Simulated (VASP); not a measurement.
Crystal: Ag.

```xyz
1
Lattice="0.0000 2.0427 2.0427 2.0427 0.0000 2.0427 2.0427 2.0427 0.0000" Properties=species:S:1:pos:R:3 pbc="T T T"
Ag    0.0000    0.0000    0.0000
```

| Item | Value |
| --- | --- |
| Program | VASP 6.6.1 |
| Task | relaxation of cell and atoms |
| Functional | PBEsol |
| Dispersion | D4 |
| Potentials or basis | VASP PAW PBE potentials, release 64 (Ag) |
| Cutoff | 600 eV |
| k mesh | 20 × 20 × 20 |
| Occupations | methfessel-paxton, width 0.1 eV |
| Spin | no spin polarisation |

At the start: pressure -5.7 GPa; volume 17.05 Å³/atom.

Problem. Where does the relaxation end?

Solution. Over 3 steps the energy falls by 15.4 meV/atom and the volume is 16.23 Å³/atom (-4.8 %); space group Fm-3m (No. 225, to 0.05 Å).

The path:
```tsv
step	energy change (eV)	largest force (eV/Å)	pressure (GPa)	volume (Å³)
1	0.0000	0.0000	-5.68	17.05
2	-0.0047	0.0000	5.77	15.60
3	-0.0154	0.0000	-0.02	16.23
```

Final structure:
```
CELL_PARAMETERS angstrom
0.00000 2.00947 2.00947
2.00947 0.00000 2.00947
2.00947 2.00947 0.00000
ATOMIC_POSITIONS crystal
Ag 0.00000 0.00000 0.00000
```

Caveat: the PAW data sets were made with another functional, which shifts forces and pressure a little; pairwise dispersion overbinds metals, which lowers pressure and volume.
